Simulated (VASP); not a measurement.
# AlGaN2 (P-4m2) in VASP: single point with LDA

Aim: the single point of AlGaN2 with LDA.

Everything below comes from runs of VASP 6.6.1. Logs are shortened: lines on timing, memory, paths and dates and some standing lists are left out, and cuts for length are marked.

### Step 1. The cell of the first run

It takes space group P-4m2 (No. 115, tetragonal). Conventional cell: a = 3.053 Å, b = 3.053 Å, c = 4.290 Å, α = 90.00°, β = 90.00°, γ = 90.00°. Al (site symmetry -4m2) has 4 N at 1.84 Å within 2.4 Å. Ga (site symmetry -4m2) has 4 N at 1.89 Å within 2.5 Å. N (site symmetry 2mm) has 2 Al at 1.84 Å and 2 Ga at 1.89 Å within 2.4 Å.

### Step 2. Single point, LDA (10.00 Å³/atom)

Input file INCAR:

```
SYSTEM = AlGaN2
ALGO = Normal ; EDIFF = 1E-6
ENCUT = 1330 ; GGA = CA
GGA_COMPAT = .False. ; ISIF = 2
ISMEAR = 0 ; LASPH = .True.
LCHARG = .False. ; LREAL = .False.
LWAVE = .False. ; NBANDS = 21
NELM = 120 ; PREC = Accurate
SIGMA = 0.02
```

Input file KPOINTS:

```
k-points
0
Gamma
  8 8 6
  0 0 0
```

Input file POSCAR:

```
AlGaN2
1.0
    3.0533252249      0.0000000000      0.0000000000
    0.0000000000      3.0533252249      0.0000000000
    0.0000000000      0.0000000000      4.2902337345
Al Ga N
1 1 2
Direct
    0.5000000000      0.5000000000      0.5000000000
    0.0000000000      0.0000000000      0.0000000000
    0.5000000000      0.0000000000      0.7397906127
    0.0000000000      0.5000000000      0.2602093873
```

Potentials or basis: VASP PAW LDA potentials, release 64 (Al, Ga_d, N_h).

On the command line:

```console
cat potpaw_LDA.64/Al/POTCAR potpaw_LDA.64/Ga_d/POTCAR potpaw_LDA.64/N_h/POTCAR > POTCAR
mpirun -np 1 vasp_std > vasp.out
```

OUTCAR:

```text
SYSTEM = AlGaN2
   EDIFF = 1E-6
   ENCUT = 1330
   GGA = CA
   ISIF = 2
   ISMEAR = 0
   LASPH = .True.
   LREAL = .False.
   NELM = 120
   PREC = Accurate

 ion  position               nearest neighbor table
   1  0.500  0.500  0.500-   3 1.84   4 1.84   3 1.84   4 1.84   2 3.04   2 3.04   2 3.04   2 3.04
                             2 3.04   2 3.04   2 3.04   2 3.04
   2  0.000  0.000  0.000-   3 1.89   4 1.89   4 1.89   3 1.89   1 3.04   1 3.04   1 3.04   1 3.04
                             1 3.04   1 3.04   1 3.04   1 3.04
   3  0.500  0.000  0.740-   1 1.84   1 1.84   2 1.89   2 1.89
   4  0.000  0.500  0.260-   1 1.84   1 1.84   2 1.89   2 1.89

  LATTYP: Found a simple tetragonal cell.
 ALAT       =     3.0533252249
 C/A-ratio  =     1.4051021161

  Lattice vectors:

 A1 = (   3.0533252249,   0.0000000000,   0.0000000000)
 A2 = (   0.0000000000,   3.0533252249,   0.0000000000)
 A3 = (   0.0000000000,   0.0000000000,   4.2902337345)

Analysis of symmetry for initial positions (statically):
=====================================================================
 Subroutine PRICEL returns:
 Original cell was already a primitive cell.

 Routine SETGRP: Setting up the symmetry group for a
 simple tetragonal supercell.

 Subroutine GETGRP returns: Found  8 space group operations
 (whereof  8 operations were pure point group operations)
 out of a pool of 16 trial point group operations.

The static configuration has the point symmetry D_2d.

Analysis of symmetry for dynamics (positions and initial velocities):
=====================================================================
 Subroutine PRICEL returns:
 Original cell was already a primitive cell.

 Routine SETGRP: Setting up the symmetry group for a
 simple tetragonal supercell.

 Subroutine GETGRP returns: Found  8 space group operations
 (whereof  8 operations were pure point group operations)
 out of a pool of 16 trial point group operations.

The dynamic configuration has the point symmetry D_2d.

 Subroutine INISYM returns: Found  8 space group operations
 (whereof  8 operations are pure point group operations),
 and found     1 'primitive' translations

----------------------------------------------------------------------------------------

                                     Primitive cell

  volume of cell :      39.9970

  direct lattice vectors                    reciprocal lattice vectors
     3.053325225  0.000000000  0.000000000     0.327511787  0.000000000  0.000000000
     0.000000000  3.053325225  0.000000000     0.000000000  0.327511787  0.000000000
     0.000000000  0.000000000  4.290233735     0.000000000  0.000000000  0.233087534

  length of vectors
     3.053325225  3.053325225  4.290233735     0.327511787  0.327511787  0.233087534

  position of ions in fractional coordinates (direct lattice)
     0.500000000  0.500000000  0.500000000
     0.000000000  0.000000000  0.000000000
     0.500000000  0.000000000  0.739790613
     0.000000000  0.500000000  0.260209387

  ion indices of the primitive-cell ions
   primitive index   ion index
                 1           1
                 2           2
                 3           3
                 4           4

----------------------------------------------------------------------------------------

 KPOINTS: k-points

Automatic generation of k-mesh.
 Grid dimensions read from file:
 generate k-points for:    8    8    6

 Generating k-lattice:

  Cartesian coordinates                     Fractional coordinates (reciprocal lattice)
     0.040938973  0.000000000  0.000000000     0.125000000  0.000000000  0.000000000
     0.000000000  0.040938973  0.000000000     0.000000000  0.125000000  0.000000000
     0.000000000  0.000000000  0.038847922     0.000000000  0.000000000  0.166666667

  Length of vectors
     0.040938973  0.040938973  0.038847922

  Shift w.r.t. Gamma in fractional coordinates (k-lattice)
     0.000000000  0.000000000  0.000000000

 Subroutine IBZKPT returns following result:
 ===========================================

 Found     60 irreducible k-points:

 Following reciprocal coordinates:
            Coordinates               Weight
  0.000000  0.000000  0.000000      1.000000
  0.125000  0.000000  0.000000      4.000000
  0.250000  0.000000  0.000000      4.000000
  0.375000  0.000000  0.000000      4.000000
  0.500000  0.000000  0.000000      2.000000
  0.125000  0.125000  0.000000      4.000000
[... 16 lines left out ...]
  0.375000  0.125000  0.166667     16.000000
  0.500000  0.125000  0.166667      8.000000
 [... further k-points ...]
   k-points           NKPTS =     60   k-points in BZ     NKDIM =     60   number of bands    NBANDS=     21
   number of dos      NEDOS =    301   number of ions     NIONS =      4
   total plane-waves  NPLWV =  69984
   dimension x,y,z NGX =    36 NGY =   36 NGZ =   54
   dimension x,y,z NGXF=    72 NGYF=   72 NGZF=  108
   ions per type =               1   1   2
   NGX,Y,Z   is equivalent  to a cutoff of  19.60, 19.60, 20.92 a.u.
   NGXF,Y,Z  is equivalent  to a cutoff of  39.20, 39.20, 41.85 a.u.
 SYSTEM =  AlGaN2
   PREC   = accura    normal or accurate (medium, high low for compatibility)
   ISTART =      0    job   : 0-new  1-cont  2-samecut
   ICHARG =      2    charge: 1-file 2-atom 10-const
   ISPIN  =      1    spin polarized calculation?
   LNONCOLLINEAR =      F non collinear calculations
   LSORBIT =      F    spin-orbit coupling
   LASPH  =      T    aspherical Exc in radial PAW
   ENCUT  = 1330.0 eV  97.75 Ry    9.89 a.u.   9.08  9.08 12.76*2*pi/ulx,y,z
   NELM   =    120;   NELMIN=  2; NELMDL= -5     # of ELM steps
   EDIFF  = 0.1E-05   stopping-criterion for ELM
   LREAL  =      F    real-space projection
   EDIFFG = 0.1E-04   stopping-criterion for IOM
   NSW    =      0    number of steps for IOM
   IBRION =     -1    ionic relax: 0-MD 1-quasi-New 2-CG
   NFREE  =      0    steps in history (QN), initial steepest desc. (CG)
   ISIF   =      2    stress and relaxation
   ISYM   =      2    0-nonsym 1-usesym 2-fastsym
   POTIM  = 0.5000    time-step for ionic-motion
   TEBEG  =    0.0;   TEEND  =   0.0 temperature during run
   PSTRESS=    0.0 pullay stress
   NELECT =      26.0000    total number of electrons
   NUPDOWN=      -1.0000    fix difference up-down
   EMIN   =  10.00;   EMAX   =-10.00  energy-range for DOS
   EFERMI =   0.00;   METHOD = LEGACY
   ISMEAR =     0;   SIGMA  =   0.02  broadening in eV -4-tet -1-fermi 0-gaus
   EFERMI_NEDOS =   21; number of points for ismear=-14 and -15
   IALGO  =     38    algorithm
   IMIX   =      4    mixing-type and parameters
     AMIX     =   0.40;   BMIX     =  1.00
     AMIX_MAG =   1.60;   BMIX_MAG =  1.00
  volume/ion in A,a.u.               =      10.00        67.48
  Fermi-wavevector in a.u.,A,eV,Ry     =   1.418155  2.679924 27.363528  2.011163
  Thomas-Fermi vector in A             =   2.539310
   LORBIT       =      0    0 simple, 1 ext, 2 COOP (PROOUT), +10 PAW based schemes
   GGA     = CA    functional components
   LHFCALC =     F    Hartree Fock is set to
   AEXX    =    0.0000 exact exchange contribution
   IVDW    =     0    specifies the selected vdW correction
   LEPSILON=     F    determine dielectric tensor
   LRPA    =     F    only Hartree local field effects (RPA)
 non-spin polarized calculation
 Gauss-broadening in eV      SIGMA  =   0.02
  energy-cutoff  :     1330.00
  volume of cell :       40.00
 maximum number of plane-waves:      4428
   NGX = 19   NGY = 19   NGZ = 25

 number of electron      26.0000002 magnetization

 Free energy of the ion-electron system (eV)
  ---------------------------------------------------
  ext. energy  EPLUGINS =         0.00000000
  ---------------------------------------------------
  free energy    TOTEN  =       -30.19687375 eV

  energy without entropy =      -30.19687375  energy(sigma->0) =      -30.19687375

 E-fermi :   6.7629     XC(G=0): -12.1707

 val. band max:        6.6827796890   @ k =   0.0000   0.0000   0.0000
 cond. band min:       9.9519472210   @ k =   0.5000   0.5000   0.0000
 fundamental gap:      3.2691675320
 Fermi energy:         6.7628658416

 k-point     1 :       0.0000    0.0000    0.0000
  band No.  band energies     occupation
      1      -9.3493      2.00000
      2      -7.6335      2.00000
      3      -6.4231      2.00000
      4      -6.4231      2.00000
      5      -6.3755      2.00000
      6      -6.1521      2.00000
[... 13 lines left out ...]
     20      20.1895      0.00000
     21      22.3520      0.00000

 k-point     2 :       0.1250    0.0000    0.0000
  band No.  band energies     occupation
      1      -9.1965      2.00000
      2      -7.6321      2.00000
      3      -6.4414      2.00000
      4      -6.4196      2.00000
      5      -6.3439      2.00000
      6      -6.1671      2.00000
[... 13 lines left out ...]
     20      19.9820      0.00000
     21      21.8402      0.00000

 k-point     3 :       0.2500    0.0000    0.0000
  band No.  band energies     occupation
      1      -8.7834      2.00000
      2      -7.6451      2.00000
      3      -6.4359      2.00000
      4      -6.4110      2.00000
      5      -6.2526      2.00000
      6      -6.2029      2.00000
[... 13 lines left out ...]
     20      19.4063      0.00000
     21      20.7014      0.00000

 k-point     4 :       0.3750    0.0000    0.0000
  band No.  band energies     occupation
      1      -8.2704      2.00000
      2      -7.7066      2.00000
      3      -6.4022      2.00000
      4      -6.3794      2.00000
      5      -6.2384      2.00000
      6      -6.0251      2.00000
[... 13 lines left out ...]
     20      19.0758      0.00000
     21      19.7282      0.00000

 k-point     5 :       0.5000    0.0000    0.0000
  band No.  band energies     occupation
      1      -7.9415      2.00000
      2      -7.8308      2.00000
      3      -6.3985      2.00000
      4      -6.3485      2.00000
      5      -6.2530      2.00000
      6      -5.6349      2.00000
[... 13 lines left out ...]
     20      19.0989      0.00000
     21      19.2362      0.00000

 k-point     6 :       0.1250    0.1250    0.0000
  band No.  band energies     occupation
      1      -9.0483      2.00000
      2      -7.6272      2.00000
      3      -6.4424      2.00000
      4      -6.4220      2.00000
      5      -6.3181      2.00000
      6      -6.1819      2.00000
[... 13 lines left out ...]
     20      19.7574      0.00000
     21      20.5787      0.00000

 k-point     7 :       0.2500    0.1250    0.0000
  band No.  band energies     occupation
      1      -8.6522      2.00000
      2      -7.6306      2.00000
      3      -6.4366      2.00000
      4      -6.3942      2.00000
      5      -6.2527      2.00000
      6      -6.1957      2.00000
[... 13 lines left out ...]
     20      19.3680      0.00000
     21      19.7636      0.00000
[... 291 lines left out ...]
      1      -7.9545      2.00000
      2      -7.8035      2.00000
      3      -6.4004      2.00000
      4      -6.3289      2.00000
      5      -6.2527      2.00000
      6      -5.6249      2.00000
[... 13 lines left out ...]
     20      18.6423      0.00000
     21      18.8036      0.00000

 k-point    21 :       0.1250    0.1250    0.1667
  band No.  band energies     occupation
      1      -8.9264      2.00000
      2      -7.6639      2.00000
      3      -6.4506      2.00000
      4      -6.4080      2.00000
      5      -6.3174      2.00000
      6      -6.1817      2.00000
[... 13 lines left out ...]
     20      19.1610      0.00000
     21      20.8232      0.00000

 k-point    22 :       0.2500    0.1250    0.1667
  band No.  band energies     occupation
      1      -8.5585      2.00000
      2      -7.6553      2.00000
      3      -6.4393      2.00000
      4      -6.3712      2.00000
      5      -6.2509      2.00000
      6      -6.1923      2.00000
[... 13 lines left out ...]
     20      19.3390      0.00000
     21      20.0451      0.00000

 k-point    23 :       0.3750    0.1250    0.1667
  band No.  band energies     occupation
      1      -8.1329      2.00000
      2      -7.6856      2.00000
      3      -6.4149      2.00000
      4      -6.3215      2.00000
      5      -6.2680      2.00000
      6      -5.9349      2.00000
[... 13 lines left out ...]
     20      19.3420      0.00000
     21      19.6046      0.00000

 k-point    24 :       0.5000    0.1250    0.1667
  band No.  band energies     occupation
      1      -7.9014      2.00000
      2      -7.7510      2.00000
      3      -6.4064      2.00000
      4      -6.2991      2.00000
      5      -6.2843      2.00000
      6      -5.5408      2.00000
[... 13 lines left out ...]
     20      19.3639      0.00000
     21      19.3741      0.00000

 [... further k-points ...]

------------------------ aborting loop because EDIFF is reached ----------------------------------------

  FORCE on cell =-STRESS in cart. coord.  units (eV):
  Direction    XX          YY          ZZ          XY          YZ          ZX
  --------------------------------------------------------------------------------------
  -------------------------------------------------------------------------------------
  Total        3.8700943      3.8700943      3.8687599      0.0000000      0.0000000      0.0000000
  in kB      155.0261803    155.0261803    154.9727256      0.0000000      0.0000000      0.0000000
  external PRESSURE =     155.0083621 kB  Pullay stress =       0.0000000 kB

 VOLUME and BASIS-vectors are now :
 -----------------------------------------------------------------------------
  energy-cutoff  :     1330.00
  volume of cell :       40.00
      direct lattice vectors                 reciprocal lattice vectors
     3.053325225  0.000000000  0.000000000     0.327511787  0.000000000  0.000000000
     0.000000000  3.053325225  0.000000000     0.000000000  0.327511787  0.000000000
     0.000000000  0.000000000  4.290233735     0.000000000  0.000000000  0.233087534

 POSITION                                       TOTAL-FORCE (eV/Angst)
 -----------------------------------------------------------------------------------
      1.52666      1.52666      2.14512         0.000000      0.000000      0.000000
      0.00000      0.00000      0.00000         0.000000     -0.000000      0.000000
      1.52666      0.00000      3.17387        -0.000000     -0.000000     -0.028720
      0.00000      1.52666      1.11636         0.000000     -0.000000      0.028720
 -----------------------------------------------------------------------------------
    total drift:                                0.000000     -0.000000     -0.000000

  FREE ENERGIE OF THE ION-ELECTRON SYSTEM (eV)
  ---------------------------------------------------
  free  energy   TOTEN  =       -30.1968737504 eV

  energy  without entropy=      -30.1968737504  energy(sigma->0) =      -30.19687375
```

It took 97 s on 1 thread of Intel Xeon Platinum 8375C at 2.90GHz (Ice Lake), shared host; peak memory 0.35 GiB.

What came out:

| Quantity | Value |
| --- | --- |
| Free energy | -30.1969 eV |
| Pressure | 15.5 GPa |
| Largest force | 0.029 eV/Å |
| Band gap on the k mesh | 3.27 eV (least direct gap 3.54 eV) |

Forces in eV/Å, atoms in the order of the input:
```
Al   0.000  0.000  0.000
Ga   0.000  0.000  0.000
N    0.000  0.000 -0.029
N    0.000  0.000  0.029
```

Caveat: the cell stands under pressure. A k mesh can miss the band edges.
